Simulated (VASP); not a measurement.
**F: relaxation of cell and atoms with PBE**

Crystal: F.

```xyz
1
Lattice="2.2405 0.0000 0.0000 0.0000 2.2405 0.0000 0.0000 0.0000 2.2405" Properties=species:S:1:pos:R:3 pbc="T T T"
F     0.0000    0.0000    0.0000
```

```yaml
Program: VASP 6.6.1
Task: relaxation of cell and atoms
Functional: PBE
Potentials_or_basis: VASP PAW PBE potentials, release 64 (F)
Cutoff: 600 eV
k_mesh: 16 × 16 × 16
Occupations: fermi-dirac, width 0.08 eV
Spin: no spin polarisation
Target_pressure: -0.82 GPa
Dipole_correction: no
Further_INCAR_settings: ALGO = Normal; EDIFF = 1e-07; IBRION = 2; EDIFFG = -0.005; NSW = 60; ISIF = 3
```

```yaml
Relaxed_volume: 10.57 Å³/atom
Relaxed_cell: a = 2.195 Å, b = 2.195 Å, c = 2.195 Å, α = 90.00°, β = 90.00°, γ = 90.00°
Space_group_after_relaxing_to_0.05_Å: Pm-3m (No. 221)
Energy_change_on_relaxing_the_enthalpy_is_what_falls: -10.1 meV/atom
Ionic_steps: 4
Pressure_after_relaxing: -0.8 GPa
```

Step by step:
| step | energy change (eV) | largest force (eV/Å) | pressure (GPa) | volume (Å³) |
| --- | --- | --- | --- | --- |
| 1 | 0.0000 | 0.0000 | -3.76 | 11.25 |
| 2 | -0.0065 | 0.0000 | -2.47 | 10.91 |
| 3 | -0.0100 | 0.0000 | -0.95 | 10.60 |
| 4 | -0.0101 | 0.0000 | -0.81 | 10.57 |

Final structure:
```
CELL_PARAMETERS angstrom
2.19474 0.00000 0.00000
0.00000 2.19474 0.00000
0.00000 0.00000 2.19474
ATOMIC_POSITIONS crystal
F 0.00000 0.00000 0.00000
```

Levels at points of the mesh, in eV from the Fermi level:
```tsv
k point	band 1	band 2	band 3	band 4	band 5	band 6	band 7
(0.00, 0.00, 0.00)	-22.33	-0.10	-0.10	-0.10	12.52	28.43	28.43
(0.50, 0.00, 0.00)	-21.09	-4.75	0.34	0.34	18.81	21.17	33.42
(0.50, 0.50, 0.00)	-20.03	-3.46	-3.46	0.71	16.95	26.91	26.91
(0.50, 0.50, 0.50)	-19.11	-2.53	-2.53	-2.53	23.05	23.05	23.05
```

It took 37 s on 1 thread of Intel Xeon 8259CL, with other jobs on the host, peak memory 0.12 GiB.

Caveat: the cell is relaxed towards a set pressure, so the enthalpy falls and the energy may rise; an odd number of electrons without spin polarisation forces a metal; a magnetic or distorted state may lie lower.
